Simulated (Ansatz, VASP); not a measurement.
## NaF: VASP beside Ansatz

Contents of INCAR:

```
SYSTEM = NaF
  PREC = Accurate
  ENCUT = 520
  EDIFF = 1E-6
  ISMEAR = -1
  SIGMA = 0.02
  LREAL = .False.
  LASPH = .True.
  NELM = 100
  ALGO = Normal
  ISIF = 2
  LWAVE = .False.
  LCHARG = .False.
  GGA = PE
  NBANDS = 14
```

KPOINTS

```
Automatic mesh
0
Gamma
  11 11 11
  0 0 0
```

The input POSCAR:

```
NaF
1.0
    0.0000000000      2.3497833620      2.3497833620
    2.3497833620      0.0000000000      2.3497833620
    2.3497833620      2.3497833620      0.0000000000
Na F
1 1
Direct
    0.0000000000      0.0000000000      0.0000000000
    0.5000000000      0.5000000000      0.5000000000
```

Input for Ansatz:

```yaml
crystal:
  lattice:
    - [0.0, 2.349783362, 2.349783362]
    - [2.349783362, 0.0, 2.349783362]
    - [2.349783362, 2.349783362, 0.0]
  atoms:
    - { symbol: Na, position: [0.0, 0.0, 0.0] }
    - { symbol: F, position: [0.5, 0.5, 0.5] }
kpoints:
  mp_grid: { grid: [11, 11, 11] }
scf:
  occupations: { method: fermi_dirac, width: 0.02 }
hamiltonian:
  xc: pbe
  pseudopotentials: { kind: paw }
output:
  forces: true
  stress: true
  eigenvalues: true
  populations: true
  write_density: true
  write_potential: true
  elf: true
  volumetric_format: npy
```

Alike in both runs: task single point; functional PBE; k mesh 11 × 11 × 11; occupations fermi-dirac, width 0.02 eV; no spin polarisation.

|  | VASP | Ansatz |
| --- | --- | --- |
| version | VASP 6.6.1 | Ansatz 0.2.0 |
| potentials or method | VASP PAW PBE potentials, release 64 (Na_pv, F) | PAW with Ansatz's default frozen-core files, scalar-relativistic |
| plane-wave cutoff (eV) | 520 | 420 |
| valence electrons in the cell | 14 | 16 |

Ansatz gave:

* gap on the k mesh at the Fermi level (eV): 6.09
* pressure (GPa): 0.0

Q: Estimate VASP's values.

A: gap on the k mesh at the Fermi level (eV): 6.08; pressure (GPa): -0.1.

VASP's potentials hold 14 valence electrons a cell and Ansatz's 16, so a difference there can come from the potentials and not from the codes.
